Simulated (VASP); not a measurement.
A run of VASP 6.6.1 is set up as follows.

Contents of INCAR:

```
PREC = Accurate
ENCUT = 520
EDIFF = 1E-6
ISMEAR = 0
SIGMA = 0.05
LREAL = F
LASPH = T
NELM = 150
ALGO = Normal
ISIF = 2
LWAVE = F
LCHARG = T
ISPIN = 2
MAGMOM = 0 0 0 0 1
LORBIT = 11
LDIPOL = T
IDIPOL = 3
DIPOL = 0.5 0.5 0.317
GGA = PE
IVDW = 12
LELF = T
LVHAR = T
LVACPOTAV = T
NBANDS = 32
```

KPOINTS

```
regular mesh
0
Gamma
  7 7 1
```

POSCAR

```
Sn2HO2
1.0
    3.8201633739      0.0000000000      0.0000000000
    0.0000000000      3.8201633739      0.0000000000
    0.0000000000      0.0000000000     17.8630408312
Sn O H
2 2 1
Direct
    0.7500000000      0.2500000000      0.2239260402
    0.2500000000      0.7500000000      0.3562126343
    0.2500000000      0.2500000000      0.2900693373
    0.7500000000      0.7500000000      0.2900693373
    0.2500000000      1.1250000000      0.4261785051
```

Potentials or basis: VASP PAW PBE potentials, release 64 (Sn_d, O, H).

The run is started by

```bash
$ cat potpaw_PBE.64/Sn_d/POTCAR potpaw_PBE.64/O/POTCAR potpaw_PBE.64/H/POTCAR > POTCAR
$ mpirun -np 1 vasp_std > vasp.out
```

**Question.** Estimate the net moment.

**Answer.** 0.06 μB per cell.

**Question.** Predict the largest force.

**Answer.** 1.094 eV/Å.

Forces in eV/Å, atoms in the order of the input:
```
Sn   0.000 -0.057 -0.023
Sn   0.000 -0.295  0.607
O    0.000 -0.201 -1.076
O    0.000  0.163  0.470
H    0.000  0.390  0.021
```
